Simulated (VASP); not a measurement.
# Br (I4/mmm) in VASP: further runs, part 2 of 2

VASP 6.6.1.

## 4. Single point, PBE+D3(BJ)

This run uses another cell than the first one, of 29.20 Å³/atom.

File INCAR:

```
SYSTEM = Br
  PREC = Accurate
  ENCUT = 520
  EDIFF = 1E-6
  ISMEAR = 0
  SIGMA = 0.15
  LREAL = .False.
  LASPH = .True.
  NELM = 60
  ALGO = Normal
  ISIF = 2
  LWAVE = .False.
  LCHARG = .False.
  GGA = PE
  IVDW = 12
  NBANDS = 10
```

File KPOINTS:

```
Automatic mesh
0
Gamma
  22 22 22
  0 0 0
```

File POSCAR:

```
Br
1.0
   -1.4690500000      1.4690500000      3.3826500000
    1.4690500000     -1.4690500000      3.3826500000
    1.4690500000      1.4690500000     -3.3826500000
Br
1
Direct
    0.0000000000      0.0000000000      0.0000000000
```

Potentials or basis: VASP PAW PBE potentials, release 64 (Br).

Run with:

```sh
$ cat potpaw_PBE.64/Br/POTCAR > POTCAR
$ mpirun -np 1 vasp_std > vasp.out
```

OUTCAR:

```text
SYSTEM = Br
   PREC = Accurate
   ENCUT = 520
   EDIFF = 1E-6
   ISMEAR = 0
   LREAL = .False.
   LASPH = .True.
   NELM = 60
   ISIF = 2
   GGA = PE
   IVDW = 12
 IVDW          = 12

 ion  position               nearest neighbor table
   1  0.000  0.000  0.000-

  LATTYP: Found a body centered tetragonal cell.
 ALAT       =     2.9381000000
 C/A-ratio  =     2.3026105306

  Lattice vectors:

 A1 = (  -1.4690500000,   1.4690500000,   3.3826500000)
 A2 = (   1.4690500000,  -1.4690500000,   3.3826500000)
 A3 = (   1.4690500000,   1.4690500000,  -3.3826500000)

Analysis of symmetry for initial positions (statically):
=====================================================================
 Subroutine PRICEL returns:
 Original cell was already a primitive cell.

 Routine SETGRP: Setting up the symmetry group for a
 body centered tetragonal supercell.

 Subroutine GETGRP returns: Found 16 space group operations
 (whereof 16 operations were pure point group operations)
 out of a pool of 16 trial point group operations.

The static configuration has the point symmetry D_4h.

Analysis of symmetry for dynamics (positions and initial velocities):
=====================================================================
 Subroutine PRICEL returns:
 Original cell was already a primitive cell.

 Routine SETGRP: Setting up the symmetry group for a
 body centered tetragonal supercell.

 Subroutine GETGRP returns: Found 16 space group operations
 (whereof 16 operations were pure point group operations)
 out of a pool of 16 trial point group operations.

The dynamic configuration has the point symmetry D_4h.

 Subroutine INISYM returns: Found 16 space group operations
 (whereof 16 operations are pure point group operations),
 and found     1 'primitive' translations

----------------------------------------------------------------------------------------

                                     Primitive cell
[... 113 lines left out ...]
   LORBIT       =      0    0 simple, 1 ext, 2 COOP (PROOUT), +10 PAW based schemes
   GGA     = PE    functional components
   LHFCALC =     F    Hartree Fock is set to
   AEXX    =    0.0000 exact exchange contribution
   IVDW    =    12    specifies the selected vdW correction
   LEPSILON=     F    determine dielectric tensor
   LRPA    =     F    only Hartree local field effects (RPA)
 non-spin polarized calculation
 Gauss-broadening in eV      SIGMA  =   0.15
  energy-cutoff  :      520.00
  volume of cell :       29.20
 maximum number of plane-waves:       817
 NGX is ok and might be reduce to    30
   NGX = 15   NGY = 15   NGZ = 15

 number of electron       7.0000000 magnetization

 Free energy of the ion-electron system (eV)
  ---------------------------------------------------
  ext. energy  EPLUGINS =         0.00000000
  ---------------------------------------------------
  free energy    TOTEN  =        -1.41389587 eV

  energy without entropy =       -1.40782428  energy(sigma->0) =       -1.41086008

 E-fermi :   1.1054     XC(G=0):  -8.6839

 val. band max:        1.1028284158   @ k =   0.3182   0.1364  -0.0000
 cond. band min:       1.1061282701   @ k =  -0.3636  -0.3636   0.2727
 fundamental gap:      0.0032998544
 Fermi energy:         1.1053911361

 k-point     1 :       0.0000    0.0000    0.0000
  band No.  band energies     occupation
      1     -14.6286      2.00000
      2      -0.3828      2.00000
      3       1.9597      0.00000
      4       1.9597      0.00000
      5       7.2357      0.00000
      6      11.2557      0.00000
      7      11.6095      0.00000
      8      16.3881      0.00000
      9      16.3881      0.00000
     10      17.5312      0.00000
[... 287 lines left out ...]
 k-point    24 :      -0.4545    0.0455    0.0000
  band No.  band energies     occupation
      1     -13.2182      2.00000
      2      -3.9324      2.00000
      3      -0.4057      2.00000
      4       2.4681      0.00000
      5       7.9605      0.00000
      6      13.0459      0.00000
      7      13.8005      0.00000
      8      15.4496      0.00000
      9      17.8656      0.00000
     10      18.7563      0.00000

 [... further k-points ...]

------------------------ aborting loop because EDIFF is reached ----------------------------------------

 Edisp (eV)   -0.25029

 E8    (eV) :    -0.0997

  FORCE on cell =-STRESS in cart. coord.  units (eV):
  Direction    XX          YY          ZZ          XY          YZ          ZX
  --------------------------------------------------------------------------------------
  -------------------------------------------------------------------------------------
  Total      -0.79916    -0.79916     0.19239     0.00000     0.00000     0.00000
  in kB     -43.84816   -43.84816    10.55583     0.00000     0.00000     0.00000
  external pressure =      -25.71 kB  Pullay stress =        0.00 kB

 VOLUME and BASIS-vectors are now :
 -----------------------------------------------------------------------------
  energy-cutoff  :      520.00
  volume of cell :       29.20
      direct lattice vectors                 reciprocal lattice vectors
    -1.469050000  1.469050000  3.382650000     0.000000000  0.340356012  0.147813105
     1.469050000 -1.469050000  3.382650000     0.340356012  0.000000000  0.147813105
     1.469050000  1.469050000 -3.382650000     0.340356012  0.340356012  0.000000000

 POSITION                                       TOTAL-FORCE (eV/Angst)
 -----------------------------------------------------------------------------------
      0.00000      0.00000      0.00000         0.000000     -0.000000      0.000000
 -----------------------------------------------------------------------------------
    total drift:                               -0.000000     -0.000000      0.000000

  FREE ENERGIE OF THE ION-ELECTRON SYSTEM (eV)
  ---------------------------------------------------
  free  energy   TOTEN  =        -1.6641861633 eV

  energy  without entropy=       -1.6581145712  energy(sigma->0) =       -1.66115037
```

OSZICAR:

```text
N       E                     dE             d eps       ncg     rms          rms(c)
DAV:   1     0.213558728797E+02    0.21356E+02   -0.28513E+03 16736   0.533E+02
DAV:   2    -0.529169002992E+00   -0.21885E+02   -0.21238E+02 21464   0.963E+01
DAV:   3    -0.145594812481E+01   -0.92678E+00   -0.91809E+00 20288   0.186E+01
DAV:   4    -0.145922295544E+01   -0.32748E-02   -0.32746E-02 20762   0.133E+00
DAV:   5    -0.145923239486E+01   -0.94394E-05   -0.94394E-05 20172   0.675E-02    0.486E+00
DAV:   6    -0.142736859628E+01    0.31864E-01   -0.20143E-02 18812   0.799E-01    0.297E+00
DAV:   7    -0.141391732685E+01    0.13451E-01   -0.39868E-02 18486   0.115E+00    0.176E-01
DAV:   8    -0.141389414540E+01    0.23181E-04   -0.11504E-03 18506   0.217E-01    0.468E-02
DAV:   9    -0.141389409915E+01    0.46254E-07   -0.10937E-05 20914   0.241E-02    0.898E-03
DAV:  10    -0.141389577666E+01   -0.16775E-05   -0.27769E-06 18624   0.107E-02    0.822E-03
DAV:  11    -0.141389587213E+01   -0.95471E-07   -0.17231E-07 10328   0.227E-03
   1 F= -.16641862E+01 E0= -.16611504E+01  d E =-.607159E-02
```

Wall time 3.4 min (1 thread of Intel Xeon Platinum 8259CL at 2.50GHz (Skylake/Cascade Lake), shared host); peak memory 0.36 GiB.

What came out:

- Free energy: -1.6642 eV
- Pressure: -2.6 GPa
- Band gap on the k mesh: zero (an odd number of electrons rules out a gap without spin polarisation)
- Dispersion energy per atom: -0.250 eV

Stress tensor (GPa, compression positive):
```
-4.38  0.00  0.00
 0.00 -4.38  0.00
 0.00  0.00  1.06
```

Caveat: the stress differs along the axes, from -4 to 1 GPa; an odd number of electrons without spin polarisation forces a metal; a magnetic or distorted state may lie lower.

## 5. Summary

| cell | gap on the mesh (eV) | pressure (GPa) |
| --- | --- | --- |
| a = 3.844 Å, angles 134.3, 134.3, 66.6°, 1 atom | none | -3.2 |
| a = 4.216 Å, angles 141.3, 141.3, 55.9°, 1 atom | none | 1.7 |
| a = 3.970 Å, angles 136.6, 136.6, 63.1°, 1 atom | none | -2.6 |

Alike in all rows: task single point; level PBE+D3(BJ); potentials or basis VASP PAW PBE potentials, release 64 (Br); no spin polarisation; k mesh 22 × 22 × 22; cutoff (eV) 520; smearing gaussian 0.15 eV.

Caveats: an odd number of electrons without spin polarisation forces a metal; a magnetic or distorted state may lie lower; the stress differs along the axes, from -6 to 3 GPa (at least some runs); the stress differs along the axes, from -4 to 1 GPa (at least some runs).

Total energies depend on the potentials used, so only differences within one code and one set of settings carry meaning.
